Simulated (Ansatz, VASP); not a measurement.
## AlNi3: VASP beside Ansatz

INCAR

```
PREC = Accurate
ENCUT = 520
EDIFF = 1E-6
ISMEAR = 0
SIGMA = 0.15
LREAL = F
LASPH = T
NELM = 60
ALGO = Fast
ISIF = 2
LWAVE = F
LCHARG = F
GGA = PS
NBANDS = 24
```

The input KPOINTS:

```
Automatic mesh
0
Gamma
  14 14 14
```

The input POSCAR:

```
AlNi3
1.0
    0.0000000000      3.0222804880      3.0222804880
    3.0222804880      0.0000000000      3.0222804880
    3.0222804880      3.0222804880      0.0000000000
Al Ni
1 3
Direct
    0.5000000000      0.5000000000      0.5000000000
    0.2500000000      0.2500000000      0.2500000000
    0.0000000000      0.0000000000      0.0000000000
    0.7500000000      0.7500000000      0.7500000000
```

Input for Ansatz:

```yaml
crystal:
  lattice:
    - [0.0, 3.022280488, 3.022280488]
    - [3.022280488, 0.0, 3.022280488]
    - [3.022280488, 3.022280488, 0.0]
  atoms:
    - { symbol: Al, position: [0.5, 0.5, 0.5] }
    - { symbol: Ni, position: [0.25, 0.25, 0.25] }
    - { symbol: Ni, position: [0.0, 0.0, 0.0] }
    - { symbol: Ni, position: [0.75, 0.75, 0.75] }
basis:
  ecutwfc: 420
kpoints:
  mp_grid: { grid: [14, 14, 14] }
hamiltonian:
  xc: pbesol
scf:
  occupations: { method: gaussian, width: 0.15 }
output:
  forces: true
  stress: true
  eigenvalues: true
```

Change from the starting cell: strain +0.080 along x and y, +0.080 along z, atoms carried along.

Alike in both runs: task single point; functional PBEsol; k mesh 14 × 14 × 14; occupations gaussian, width 0.15 eV; no spin polarisation.

```csv
,VASP,Ansatz
version,VASP 6.6.1,Ansatz 0.2.0
potentials or method,"VASP PAW PBE potentials, release 64 (Al, Ni), cutoff 520 eV","scalar-relativistic, plane waves, PAW"
valence electrons in the cell,33,57
```

```tsv
	VASP	Ansatz	Ansatz less VASP
gap on the k mesh at the Fermi level (eV)	none	none	-
pressure (GPa)	-27.0	-27.2	-0.22
```

VASP's potentials were made for PBE, not for PBEsol. A gap of «none» marks a metal or a gap that the smearing closes. VASP's potentials hold 33 valence electrons a cell and Ansatz's 57, so a difference there can come from the potentials and not from the codes.
